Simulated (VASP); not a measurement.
# Ge (Fd-3m) in VASP: further runs

Runs on Ge. Level: PBE. Tasks: single point.

Everything below comes from runs of VASP 6.6.1. Logs are shortened: lines on timing, memory, paths and dates and some standing lists are left out, and cuts for length are marked.

**1. The cell of the first run**

Symmetry: Fd-3m, No. 227, cubic system. The conventional cell has a = 5.463 Å, b = 5.463 Å, c = 5.463 Å, α = 90.00°, β = 90.00°, γ = 90.00°. Ge (site symmetry -43m) has 4 Ge at 2.37 Å within 3.1 Å.

**2. Single point, PBE**

INCAR

```
ALGO = Normal ; EDIFF = 1E-6
ENCUT = 500 ; GGA = PE
GGA_COMPAT = False ; ISIF = 2
ISMEAR = 0 ; LASPH = True
LCHARG = True ; LELF = True
LREAL = False ; LVHAR = True
LWAVE = False ; NBANDS = 21
NELM = 120 ; PREC = Accurate
SIGMA = 0.01
```

KPOINTS

```
k-points
0
Gamma
  6 6 6
```

POSCAR

```
Ge
1.0
    0.0000000000      2.7312825750      2.7312825750
    2.7312825750      0.0000000000      2.7312825750
    2.7312825750      2.7312825750      0.0000000000
Ge
2
Direct
    0.0000000000      0.0000000000      0.0000000000
    0.2500000000      0.2500000000      0.2500000000
```

Potentials or basis: VASP PAW PBE potentials, release 64 (Ge_d).

Started as:

```bash
cat potpaw_PBE.64/Ge_d/POTCAR > POTCAR
mpirun -np 1 vasp_std > vasp.out
```

OUTCAR:

```text
EDIFF = 1E-6
   ENCUT = 500
   GGA = PE
   ISIF = 2
   ISMEAR = 0
   LASPH = True
   LREAL = False
   NELM = 120
   PREC = Accurate

 ion  position               nearest neighbor table
   1  0.000  0.000  0.000-   2 2.37   2 2.37   2 2.37   2 2.37
   2  0.250  0.250  0.250-   1 2.37   1 2.37   1 2.37   1 2.37

  LATTYP: Found a face centered cubic cell.
 ALAT       =     5.4625651500

  Lattice vectors:

 A1 = (   0.0000000000,   2.7312825750,   2.7312825750)
 A2 = (   2.7312825750,   0.0000000000,   2.7312825750)
 A3 = (   2.7312825750,   2.7312825750,   0.0000000000)

Analysis of symmetry for initial positions (statically):
=====================================================================
 Subroutine PRICEL returns:
 Original cell was already a primitive cell.

 Routine SETGRP: Setting up the symmetry group for a
 face centered cubic supercell.

 Subroutine GETGRP returns: Found 48 space group operations
 (whereof 24 operations were pure point group operations)
 out of a pool of 48 trial point group operations.

The static configuration has the point symmetry T_d .
 The point group associated with its full space group is O_h .

Analysis of symmetry for dynamics (positions and initial velocities):
=====================================================================
 Subroutine PRICEL returns:
 Original cell was already a primitive cell.

 Routine SETGRP: Setting up the symmetry group for a
 face centered cubic supercell.

 Subroutine GETGRP returns: Found 48 space group operations
 (whereof 24 operations were pure point group operations)
 out of a pool of 48 trial point group operations.

The dynamic configuration has the point symmetry T_d .
 The point group associated with its full space group is O_h .

 Subroutine INISYM returns: Found 48 space group operations
 (whereof 24 operations are pure point group operations),
 and found     1 'primitive' translations

----------------------------------------------------------------------------------------

                                     Primitive cell

  volume of cell :      40.7502

  direct lattice vectors                    reciprocal lattice vectors
     0.000000000  2.731282575  2.731282575    -0.183064178  0.183064178  0.183064178
     2.731282575  0.000000000  2.731282575     0.183064178 -0.183064178  0.183064178
     2.731282575  2.731282575  0.000000000     0.183064178  0.183064178 -0.183064178

  length of vectors
     3.862616860  3.862616860  3.862616860     0.317076458  0.317076458  0.317076458

  position of ions in fractional coordinates (direct lattice)
     0.000000000  0.000000000  0.000000000
     0.250000000  0.250000000  0.250000000

  ion indices of the primitive-cell ions
   primitive index   ion index
                 1           1
                 2           2

----------------------------------------------------------------------------------------

 KPOINTS: k-points

Automatic generation of k-mesh.
 Grid dimensions read from file:
 generate k-points for:    6    6    6

 Generating k-lattice:

  Cartesian coordinates                     Fractional coordinates (reciprocal lattice)
    -0.030510696  0.030510696  0.030510696     0.166666667  0.000000000  0.000000000
     0.030510696 -0.030510696  0.030510696     0.000000000  0.166666667  0.000000000
     0.030510696  0.030510696 -0.030510696     0.000000000  0.000000000  0.166666667

  Length of vectors
     0.052846076  0.052846076  0.052846076

  Shift w.r.t. Gamma in fractional coordinates (k-lattice)
     0.000000000  0.000000000  0.000000000

 Subroutine IBZKPT returns following result:
 ===========================================

 Found     16 irreducible k-points:

 Following reciprocal coordinates:
            Coordinates               Weight
  0.000000  0.000000  0.000000      1.000000
  0.166667  0.000000  0.000000      8.000000
  0.333333  0.000000  0.000000      8.000000
  0.500000  0.000000  0.000000      4.000000
  0.166667  0.166667  0.000000      6.000000
  0.333333  0.166667  0.000000     24.000000
[... 8 lines left out ...]
 -0.333333  0.333333  0.166667     24.000000
 -0.333333  0.500000  0.166667     12.000000
   k-points           NKPTS =     16   k-points in BZ     NKDIM =     16   number of bands    NBANDS=     21
   number of dos      NEDOS =    301   number of ions     NIONS =      2
   total plane-waves  NPLWV =  21952
   dimension x,y,z NGX =    28 NGY =   28 NGZ =   28
   dimension x,y,z NGXF=    56 NGYF=   56 NGZF=   56
   ions per type =               2
   NGX,Y,Z   is equivalent  to a cutoff of  12.05, 12.05, 12.05 a.u.
   NGXF,Y,Z  is equivalent  to a cutoff of  24.10, 24.10, 24.10 a.u.
 SYSTEM =  unknown system
   PREC   = accura    normal or accurate (medium, high low for compatibility)
   ISTART =      0    job   : 0-new  1-cont  2-samecut
   ICHARG =      2    charge: 1-file 2-atom 10-const
   ISPIN  =      1    spin polarized calculation?
   LNONCOLLINEAR =      F non collinear calculations
   LSORBIT =      F    spin-orbit coupling
   LASPH  =      T    aspherical Exc in radial PAW
   ENCUT  =  500.0 eV  36.75 Ry    6.06 a.u.   7.04  7.04  7.04*2*pi/ulx,y,z
   NELM   =    120;   NELMIN=  2; NELMDL= -5     # of ELM steps
   EDIFF  = 0.1E-05   stopping-criterion for ELM
   LREAL  =      F    real-space projection
   EDIFFG = 0.1E-04   stopping-criterion for IOM
   NSW    =      0    number of steps for IOM
   IBRION =     -1    ionic relax: 0-MD 1-quasi-New 2-CG
   NFREE  =      0    steps in history (QN), initial steepest desc. (CG)
   ISIF   =      2    stress and relaxation
   ISYM   =      2    0-nonsym 1-usesym 2-fastsym
   POTIM  = 0.5000    time-step for ionic-motion
   TEBEG  =    0.0;   TEEND  =   0.0 temperature during run
   PSTRESS=    0.0 pullay stress
   NELECT =      28.0000    total number of electrons
   NUPDOWN=      -1.0000    fix difference up-down
   EMIN   =  10.00;   EMAX   =-10.00  energy-range for DOS
   EFERMI =   0.00;   METHOD = LEGACY
   ISMEAR =     0;   SIGMA  =   0.01  broadening in eV -4-tet -1-fermi 0-gaus
   EFERMI_NEDOS =   21; number of points for ismear=-14 and -15
   IALGO  =     38    algorithm
   IMIX   =      4    mixing-type and parameters
     AMIX     =   0.40;   BMIX     =  1.00
     AMIX_MAG =   1.60;   BMIX_MAG =  1.00
  volume/ion in A,a.u.               =      20.38       137.50
  Fermi-wavevector in a.u.,A,eV,Ry     =   1.444611  2.729919 28.394006  2.086901
  Thomas-Fermi vector in A             =   2.562886
   LORBIT       =      0    0 simple, 1 ext, 2 COOP (PROOUT), +10 PAW based schemes
   GGA     = PE    functional components
   LHFCALC =     F    Hartree Fock is set to
   AEXX    =    0.0000 exact exchange contribution
   IVDW    =     0    specifies the selected vdW correction
   LEPSILON=     F    determine dielectric tensor
   LRPA    =     F    only Hartree local field effects (RPA)
 non-spin polarized calculation
 Gauss-broadening in eV      SIGMA  =   0.01
  energy-cutoff  :      500.00
  volume of cell :       40.75
 maximum number of plane-waves:      1056
   NGX = 15   NGY = 15   NGZ = 15

 number of electron      27.9999987 magnetization

 Free energy of the ion-electron system (eV)
  ---------------------------------------------------
  ext. energy  EPLUGINS =         0.00000000
  ---------------------------------------------------
  free energy    TOTEN  =        -8.73480536 eV

  energy without entropy =       -8.73480536  energy(sigma->0) =       -8.73480536

 E-fermi :   6.1675     XC(G=0): -10.4285

 val. band max:        6.0913205099   @ k =   0.0000   0.0000   0.0000
 cond. band min:       6.6076223712   @ k =   0.3333   0.3333   0.0000
 fundamental gap:      0.5163018613
 Fermi energy:         6.1674856715

 k-point     1 :       0.0000    0.0000    0.0000
  band No.  band energies     occupation
      1     -18.9065      2.00000
      2     -18.9065      2.00000
      3     -18.9065      2.00000
      4     -18.8616      2.00000
      5     -18.8616      2.00000
      6     -18.5868      2.00000
[... 13 lines left out ...]
     20      15.8539      0.00000
     21      15.8539      0.00000

 k-point     2 :       0.1667    0.0000    0.0000
  band No.  band energies     occupation
      1     -18.9224      2.00000
      2     -18.9224      2.00000
      3     -18.9011      2.00000
      4     -18.8380      2.00000
      5     -18.8380      2.00000
      6     -18.6058      2.00000
[... 13 lines left out ...]
     20      14.5767      0.00000
     21      14.5767      0.00000

 k-point     3 :       0.3333    0.0000    0.0000
  band No.  band energies     occupation
      1     -18.9351      2.00000
      2     -18.9351      2.00000
      3     -18.8902      2.00000
      4     -18.8132      2.00000
      5     -18.8132      2.00000
      6     -18.6225      2.00000
[... 13 lines left out ...]
     20      15.3303      0.00000
     21      15.3303      0.00000

 k-point     4 :       0.5000    0.0000    0.0000
  band No.  band energies     occupation
      1     -18.9377      2.00000
      2     -18.9377      2.00000
      3     -18.8847      2.00000
      4     -18.8068      2.00000
      5     -18.8068      2.00000
      6     -18.6255      2.00000
[... 13 lines left out ...]
     20      17.8758      0.00000
     21      17.8758      0.00000

 k-point     5 :       0.1667    0.1667    0.0000
  band No.  band energies     occupation
      1     -18.9204      2.00000
      2     -18.9184      2.00000
      3     -18.9184      2.00000
      4     -18.8404      2.00000
      5     -18.8109      2.00000
      6     -18.6524      2.00000
[... 13 lines left out ...]
     20      14.9193      0.00000
     21      16.3535      0.00000
[... 190 lines left out ...]
     20      18.8172      0.00000
     21      19.5376      0.00000

 k-point    14 :       0.5000    0.3333    0.1667
  band No.  band energies     occupation
      1     -18.9573      2.00000
      2     -18.9540      2.00000
      3     -18.8574      2.00000
      4     -18.7859      2.00000
      5     -18.7397      2.00000
      6     -18.7214      2.00000
[... 13 lines left out ...]
     20      16.6297      0.00000
     21      19.2905      0.00000

 k-point    15 :      -0.3333    0.3333    0.1667
  band No.  band energies     occupation
      1     -18.9708      2.00000
      2     -18.9573      2.00000
      3     -18.8289      2.00000
      4     -18.7625      2.00000
      5     -18.7314      2.00000
      6     -18.7227      2.00000
[... 13 lines left out ...]
     20      18.5872      0.00000
     21      18.7560      0.00000

 k-point    16 :      -0.3333    0.5000    0.1667
  band No.  band energies     occupation
      1     -18.9645      2.00000
      2     -18.9645      2.00000
      3     -18.8032      2.00000
      4     -18.8032      2.00000
      5     -18.7131      2.00000
      6     -18.7131      2.00000
[... 13 lines left out ...]
     20      17.9851      0.00000
     21      19.8163      0.00000

------------------------ aborting loop because EDIFF is reached ----------------------------------------

  FORCE on cell =-STRESS in cart. coord.  units (eV):
  Direction    XX          YY          ZZ          XY          YZ          ZX
  --------------------------------------------------------------------------------------
  -------------------------------------------------------------------------------------
  Total        3.4782042      3.4782042      3.4782042     -0.0000000      0.0000000      0.0000000
  in kB      136.7526537    136.7526537    136.7526537     -0.0000000      0.0000000      0.0000000
  external PRESSURE =     136.7526537 kB  Pullay stress =       0.0000000 kB

 VOLUME and BASIS-vectors are now :
 -----------------------------------------------------------------------------
  energy-cutoff  :      500.00
  volume of cell :       40.75
      direct lattice vectors                 reciprocal lattice vectors
     0.000000000  2.731282575  2.731282575    -0.183064178  0.183064178  0.183064178
     2.731282575  0.000000000  2.731282575     0.183064178 -0.183064178  0.183064178
     2.731282575  2.731282575  0.000000000     0.183064178  0.183064178 -0.183064178

 POSITION                                       TOTAL-FORCE (eV/Angst)
 -----------------------------------------------------------------------------------
      0.00000      0.00000      0.00000         0.000000      0.000000      0.000000
      1.36564      1.36564      1.36564        -0.000000     -0.000000     -0.000000
 -----------------------------------------------------------------------------------
    total drift:                                0.000000      0.000000      0.000000

  FREE ENERGIE OF THE ION-ELECTRON SYSTEM (eV)
  ---------------------------------------------------
  free  energy   TOTEN  =        -8.7348053613 eV

  energy  without entropy=       -8.7348053613  energy(sigma->0) =       -8.73480536
```

Run time: 6.4 s. Hardware: 1 thread of Intel Xeon 6975P-C (Granite Rapids), shared host; peak memory 0.15 GiB.

What came out:

```yaml
Free_energy: -8.7348 eV
Pressure: 13.7 GPa
Band_gap_on_the_k_mesh: 0.52 eV, indirect (least direct gap 1.04 eV)
```

Levels at points of the mesh, in eV from the valence-band top:
| k point | band 10 | band 11 | band 12 | band 13 | band 14 | band 15 | band 16 | band 17 | band 18 | band 19 |
| --- | --- | --- | --- | --- | --- | --- | --- | --- | --- | --- |
| (0.00, 0.00, 0.00) | -24.65 | -13.63 | 0.00 | 0.00 | 0.00 | 1.04 | 2.58 | 2.58 | 2.58 | 6.68 |
| (0.50, 0.00, 0.00) | -24.62 | -11.26 | -8.14 | -1.58 | -1.58 | 0.53 | 3.78 | 3.78 | 7.15 | 11.29 |
| (0.50, 0.50, 0.00) | -24.60 | -9.32 | -9.32 | -3.47 | -3.47 | 0.59 | 0.59 | 10.42 | 10.42 | 12.73 |

**3. Single point, PBE**

This run uses another cell than the first one, of 20.94 Å³/atom, 1.028 times its volume.

INCAR

```
SYSTEM = Ge
ALGO = Normal
EDIFF = 1E-6
ENCUT = 500
GGA = PE
GGA_COMPAT = .False.
ISIF = 2
ISMEAR = 0
LASPH = .True.
LCHARG = .False.
LREAL = .False.
LWAVE = .False.
NBANDS = 21
NELM = 120
PREC = Accurate
SIGMA = 0.01
```

KPOINTS

```
k-points
0
Gamma
  6 6 6
  0 0 0
```

POSCAR

```
Ge
1.0
    0.0000000000      2.7563416131      2.7563416131
    2.7563416131      0.0000000000      2.7563416131
    2.7563416131      2.7563416131      0.0000000000
Ge
2
Direct
    0.0000000000      0.0000000000      0.0000000000
    0.2500000000      0.2500000000      0.2500000000
```

Potentials or basis: VASP PAW PBE potentials, release 64 (Ge_d).

Started as:

```bash
cat potpaw_PBE.64/Ge_d/POTCAR > POTCAR
mpirun -np 1 vasp_std > vasp.out
```

It took 6.4 s on 1 thread of Intel Xeon 6975P-C (Granite Rapids), shared host; peak memory 0.14 GiB.

Results (log left out):

* Free energy: -8.8205 eV
* Pressure: 10.5 GPa
* Band gap on the k mesh: 0.43 eV, indirect (least direct gap 0.77 eV)

Levels at points of the mesh, in eV from the valence-band top:
| k point | band 11 | band 12 | band 13 | band 14 | band 15 | band 16 | band 17 | band 18 |
| --- | --- | --- | --- | --- | --- | --- | --- | --- |
| (0.00, 0.00, 0.00) | -13.40 | 0.00 | 0.00 | 0.00 | 0.77 | 2.58 | 2.58 | 2.58 |
| (0.50, 0.00, 0.00) | -11.11 | -7.99 | -1.53 | -1.53 | 0.43 | 3.78 | 3.78 | 7.15 |
| (0.50, 0.50, 0.00) | -9.20 | -9.20 | -3.36 | -3.36 | 0.64 | 0.64 | 10.18 | 10.18 |

A k mesh can miss the band edges. PBE gaps usually lie below the measured ones, often by a third to a half.

**4. Single point, PBE**

This run uses another cell than the first one, of 21.51 Å³/atom, 1.056 times its volume.

INCAR

```
SYSTEM = Ge
  ALGO = Normal
  EDIFF = 1E-6
  ENCUT = 500
  GGA = PE
  GGA_COMPAT = .False.
  ISIF = 2
  ISMEAR = 0
  LASPH = .True.
  LCHARG = .True.
  LELF = .True.
  LREAL = .False.
  LVHAR = .True.
  LWAVE = .False.
  NBANDS = 21
  NELM = 120
  PREC = Accurate
  SIGMA = 0.01
```

KPOINTS is that of step 3.

POSCAR

```
Ge
1.0
    0.0000000000      2.7809531083      2.7809531083
    2.7809531083      0.0000000000      2.7809531083
    2.7809531083      2.7809531083      0.0000000000
Ge
2
Direct
    0.0000000000      0.0000000000      0.0000000000
    0.2500000000      0.2500000000      0.2500000000
```

Started as:

```bash
cat potpaw_PBE.64/Ge_d/POTCAR > POTCAR
mpirun -np 1 vasp_std > vasp.out
```

Wall time 8.6 s (1 thread of Intel Xeon 6975P-C (Granite Rapids), shared host); peak memory 0.16 GiB.

The run converged. Its results:

```
Free energy            : -8.8855 eV
Pressure               : 7.8 GPa
Band gap on the k mesh : 0.35 eV, indirect (least direct gap 0.51 eV)
```

Levels at points of the mesh, in eV from the valence-band top:
```csv
k point,band 10,band 11,band 12,band 13,band 14,band 15,band 16,band 17,band 18,band 19
"(0.00, 0.00, 0.00)",-24.60,-13.18,0.00,0.00,0.00,0.51,2.57,2.57,2.57,6.55
"(0.50, 0.00, 0.00)",-24.57,-10.96,-7.85,-1.49,-1.49,0.35,3.77,3.77,7.15,10.91
"(0.50, 0.50, 0.00)",-24.55,-9.09,-9.09,-3.26,-3.26,0.68,0.68,9.95,9.95,12.14
```

A k mesh can miss the band edges.

**5. Overview**

| cell | gap on the mesh (eV) | pressure (GPa) |
| --- | --- | --- |
| a = 3.863 Å, angles 60.0°, 2 atoms | 0.52 | 13.7 |
| a = 3.898 Å, angles 60.0°, 2 atoms | 0.43 | 10.5 |
| a = 3.933 Å, angles 60.0°, 2 atoms | 0.35 | 7.8 |

Alike in all rows: task single point; level PBE; potentials or basis VASP PAW PBE potentials, release 64 (Ge_d); no spin polarisation; k mesh 6 × 6 × 6; cutoff (eV) 500; smearing gaussian 0.01 eV.

Total energies depend on the potentials used, so only differences within one code and one set of settings carry meaning.
